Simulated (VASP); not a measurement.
# Ti (P6/mmm) in VASP: notebook, part 2 of 2

VASP 6.6.1. The steps go on from the part before.

### Step 3. Single point, LDA

The input, INCAR:

```
SYSTEM = Ti
PREC     = Accurate       ! precision mode
ENCUT    = 520            ! plane-wave cutoff, eV
EDIFF    = 1E-6           ! SCF threshold, eV
ISMEAR   = 1              ! smearing method
SIGMA    = 0.05           ! smearing width, eV
LREAL    = .FALSE.        ! projectors in reciprocal space
LASPH    = .TRUE.         ! aspherical terms in the spheres
NELM     = 100            ! most SCF steps
ALGO     = Normal         ! electronic algorithm
ISIF     = 2              ! what is computed and relaxed
LWAVE    = .FALSE.        ! write WAVECAR
LCHARG   = .FALSE.        ! write CHGCAR
GGA      = CA             ! functional
NBANDS   = 25             ! bands
```

The input, KPOINTS:

```
regular mesh
0
G
  8 8 12
  0 0 0
```

The input, POSCAR:

```
Ti
1.0
    4.6000000000      0.0000000000      0.0000000000
   -2.3000000000      3.9837170000      0.0000000000
    0.0000000000      0.0000000000      2.8200000000
Ti
3
Direct
    0.0000000000      0.0000000000      0.0000000000
    0.3333333333      0.6666666667      0.5000000000
    0.6666666667      0.3333333333      0.5000000000
```

Potentials or basis: VASP PAW LDA potentials, release 64 (Ti_sv).

The run is started by

```sh
$ cat potpaw_LDA.64/Ti_sv/POTCAR > POTCAR
$ mpirun -np 1 vasp_std > vasp.out
```

OUTCAR:

```text
SYSTEM = Ti
   PREC = Accurate
   ENCUT = 520
   EDIFF = 1E-6
   ISMEAR = 1
   LREAL = .FALSE.
   LASPH = .TRUE.
   NELM = 100
   ISIF = 2
   GGA = CA

 ion  position               nearest neighbor table
   1  0.000  0.000  0.000-
   2  0.333  0.667  0.500-   3 2.66   3 2.66   3 2.66
   3  0.667  0.333  0.500-   2 2.66   2 2.66   2 2.66

  LATTYP: Found a hexagonal cell.
 ALAT       =     4.6000000000
 C/A-ratio  =     0.6130434783

  Lattice vectors:

 A1 = (   4.6000000000,   0.0000000000,   0.0000000000)
 A2 = (  -2.3000000000,   3.9837170000,   0.0000000000)
 A3 = (   0.0000000000,   0.0000000000,   2.8200000000)

Analysis of symmetry for initial positions (statically):
=====================================================================
 Subroutine PRICEL returns:
 Original cell was already a primitive cell.

 Routine SETGRP: Setting up the symmetry group for a
 hexagonal supercell.

 Subroutine GETGRP returns: Found 24 space group operations
 (whereof 24 operations were pure point group operations)
 out of a pool of 24 trial point group operations.

The static configuration has the point symmetry D_6h.

Analysis of symmetry for dynamics (positions and initial velocities):
=====================================================================
 Subroutine PRICEL returns:
 Original cell was already a primitive cell.

 Routine SETGRP: Setting up the symmetry group for a
 hexagonal supercell.

 Subroutine GETGRP returns: Found 24 space group operations
 (whereof 24 operations were pure point group operations)
 out of a pool of 24 trial point group operations.

The dynamic configuration has the point symmetry D_6h.

 Subroutine INISYM returns: Found 24 space group operations
 (whereof 24 operations are pure point group operations),
 and found     1 'primitive' translations

----------------------------------------------------------------------------------------

                                     Primitive cell

  volume of cell :      51.6768

  direct lattice vectors                    reciprocal lattice vectors
     4.600000000  0.000000000  0.000000000     0.217391304  0.125510924  0.000000000
    -2.300000000  3.983717000  0.000000000     0.000000000  0.251021847  0.000000000
     0.000000000  0.000000000  2.820000000     0.000000000  0.000000000  0.354609929

  length of vectors
     4.600000000  4.600000123  2.820000000     0.251021854  0.251021847  0.354609929

  position of ions in fractional coordinates (direct lattice)
     0.000000000  0.000000000  0.000000000
     0.333333333  0.666666667  0.500000000
     0.666666667  0.333333333  0.500000000

  ion indices of the primitive-cell ions
   primitive index   ion index
                 1           1
                 2           2
                 3           3

----------------------------------------------------------------------------------------

 KPOINTS: regular mesh

Automatic generation of k-mesh.
 Grid dimensions read from file:
 generate k-points for:    8    8   12

 Generating k-lattice:

  Cartesian coordinates                     Fractional coordinates (reciprocal lattice)
     0.027173913  0.015688865  0.000000000     0.125000000  0.000000000  0.000000000
     0.000000000  0.031377731  0.000000000     0.000000000  0.125000000  0.000000000
     0.000000000  0.000000000  0.029550827     0.000000000  0.000000000  0.083333333

  Length of vectors
     0.031377732  0.031377731  0.029550827

  Shift w.r.t. Gamma in fractional coordinates (k-lattice)
     0.000000000  0.000000000  0.000000000

 Subroutine IBZKPT returns following result:
 ===========================================

 Found     70 irreducible k-points:

 Following reciprocal coordinates:
            Coordinates               Weight
  0.000000  0.000000  0.000000      1.000000
  0.125000  0.000000  0.000000      6.000000
  0.250000  0.000000  0.000000      6.000000
  0.375000  0.000000  0.000000      6.000000
  0.500000  0.000000  0.000000      3.000000
  0.125000  0.125000  0.000000      6.000000
[... 16 lines left out ...]
  0.250000  0.000000  0.166667     12.000000
  0.375000  0.000000  0.166667     12.000000
 [... further k-points ...]
   k-points           NKPTS =     70   k-points in BZ     NKDIM =     70   number of bands    NBANDS=     25
   number of dos      NEDOS =    301   number of ions     NIONS =      3
   total plane-waves  NPLWV =  31104
   dimension x,y,z NGX =    36 NGY =   36 NGZ =   24
   dimension x,y,z NGXF=    72 NGYF=   72 NGZF=   48
   ions per type =               3
   NGX,Y,Z   is equivalent  to a cutoff of  13.01, 13.01, 14.15 a.u.
   NGXF,Y,Z  is equivalent  to a cutoff of  26.02, 26.02, 28.30 a.u.
 SYSTEM =  Ti
   PREC   = accura    normal or accurate (medium, high low for compatibility)
   ISTART =      0    job   : 0-new  1-cont  2-samecut
   ICHARG =      2    charge: 1-file 2-atom 10-const
   ISPIN  =      1    spin polarized calculation?
   LNONCOLLINEAR =      F non collinear calculations
   LSORBIT =      F    spin-orbit coupling
   LASPH  =      T    aspherical Exc in radial PAW
   ENCUT  =  520.0 eV  38.22 Ry    6.18 a.u.   8.55  8.55  5.24*2*pi/ulx,y,z
   NELM   =    100;   NELMIN=  2; NELMDL= -5     # of ELM steps
   EDIFF  = 0.1E-05   stopping-criterion for ELM
   LREAL  =      F    real-space projection
   EDIFFG = 0.1E-04   stopping-criterion for IOM
   NSW    =      0    number of steps for IOM
   IBRION =     -1    ionic relax: 0-MD 1-quasi-New 2-CG
   NFREE  =      0    steps in history (QN), initial steepest desc. (CG)
   ISIF   =      2    stress and relaxation
   ISYM   =      2    0-nonsym 1-usesym 2-fastsym
   POTIM  = 0.5000    time-step for ionic-motion
   TEBEG  =    0.0;   TEEND  =   0.0 temperature during run
   PSTRESS=    0.0 pullay stress
   NELECT =      36.0000    total number of electrons
   NUPDOWN=      -1.0000    fix difference up-down
   EMIN   =  10.00;   EMAX   =-10.00  energy-range for DOS
   EFERMI =   0.00;   METHOD = LEGACY
   ISMEAR =     1;   SIGMA  =   0.05  broadening in eV -4-tet -1-fermi 0-gaus
   EFERMI_NEDOS =   21; number of points for ismear=-14 and -15
   IALGO  =     38    algorithm
   IMIX   =      4    mixing-type and parameters
     AMIX     =   0.40;   BMIX     =  1.00
     AMIX_MAG =   1.60;   BMIX_MAG =  1.00
  volume/ion in A,a.u.               =      17.23       116.24
  Fermi-wavevector in a.u.,A,eV,Ry     =   1.451255  2.742475 28.655806  2.106142
  Thomas-Fermi vector in A             =   2.568774
   LORBIT       =      0    0 simple, 1 ext, 2 COOP (PROOUT), +10 PAW based schemes
   GGA     = CA    functional components
   LHFCALC =     F    Hartree Fock is set to
   AEXX    =    0.0000 exact exchange contribution
   IVDW    =     0    specifies the selected vdW correction
   LEPSILON=     F    determine dielectric tensor
   LRPA    =     F    only Hartree local field effects (RPA)
 non-spin polarized calculation
 Methfessel and Paxton  Order N= 1 SIGMA  =   0.05
  energy-cutoff  :      520.00
  volume of cell :       51.68
 maximum number of plane-waves:      1416
 NGX is ok and might be reduce to    36
   NGX = 17   NGY = 17   NGZ = 11

 number of electron      35.9999981 magnetization

 Free energy of the ion-electron system (eV)
  ---------------------------------------------------
  ext. energy  EPLUGINS =         0.00000000
  ---------------------------------------------------
  free energy    TOTEN  =       -25.58974357 eV

  energy without entropy =      -25.58974713  energy(sigma->0) =      -25.58974476

 E-fermi :   8.0630     XC(G=0): -11.8245

 val. band max:        8.0467438291   @ k =   0.3750   0.2500   0.2500
 cond. band min:       8.0634232740   @ k =   0.2500   0.1250   0.0000
 fundamental gap:      0.0166794449
 Fermi energy:         8.0630472514

 k-point     1 :       0.0000    0.0000    0.0000
  band No.  band energies     occupation
      1     -48.1490      2.00000
      2     -47.8728      2.00000
      3     -47.7092      2.00000
      4     -24.8495      2.00000
      5     -24.8495      2.00000
      6     -24.7166      2.00000
[... 17 lines left out ...]
     24       9.8819      0.00000
     25       9.9780      0.00000
[... 621 lines left out ...]
      3     -47.7399      2.00000
      4     -24.9438      2.00000
      5     -24.8414      2.00000
      6     -24.6132      2.00000
[... 17 lines left out ...]
     24      10.1348      0.00000
     25      10.5088      0.00000

 [... further k-points ...]

------------------------ aborting loop because EDIFF is reached ----------------------------------------

  FORCE on cell =-STRESS in cart. coord.  units (eV):
  Direction    XX          YY          ZZ          XY          YZ          ZX
  --------------------------------------------------------------------------------------
  -------------------------------------------------------------------------------------
  Total       -3.1304773     -3.1304775     -2.5733129      0.0000000      0.0000000      0.0000000
  in kB      -97.0567441    -97.0567511    -79.7825211      0.0000000      0.0000000      0.0000000
  external PRESSURE =     -91.2986721 kB  Pullay stress =       0.0000000 kB

 VOLUME and BASIS-vectors are now :
 -----------------------------------------------------------------------------
  energy-cutoff  :      520.00
  volume of cell :       51.68
      direct lattice vectors                 reciprocal lattice vectors
     4.600000000  0.000000000  0.000000000     0.217391304  0.125510924  0.000000000
    -2.300000000  3.983717000  0.000000000     0.000000000  0.251021847  0.000000000
     0.000000000  0.000000000  2.820000000     0.000000000  0.000000000  0.354609929

 POSITION                                       TOTAL-FORCE (eV/Angst)
 -----------------------------------------------------------------------------------
      0.00000      0.00000      0.00000        -0.000000      0.000000     -0.000000
     -0.00000      2.65581      1.41000         0.000000     -0.000000      0.000000
      2.30000      1.32791      1.41000        -0.000000      0.000000     -0.000000
 -----------------------------------------------------------------------------------
    total drift:                                0.000000      0.000000     -0.000000

  FREE ENERGIE OF THE ION-ELECTRON SYSTEM (eV)
  ---------------------------------------------------
  free  energy   TOTEN  =       -25.5897435704 eV

  energy  without entropy=      -25.5897471328  energy(sigma->0) =      -25.58974476
```

Run time: 2.7 min. Hardware: 1 thread of AMD EPYC 7R43 (Zen 3), shared host; peak memory 0.16 GiB.

What came out:

* Free energy: -25.5897 eV
* Pressure: -9.1 GPa
* Band gap on the k mesh: zero (band 18 reaches 8.23 eV, above the bottom of band 19 at 7.94 eV)

Stress tensor (GPa, compression positive):
```
-9.71  0.00  0.00
 0.00 -9.71  0.00
 0.00  0.00 -7.98
```
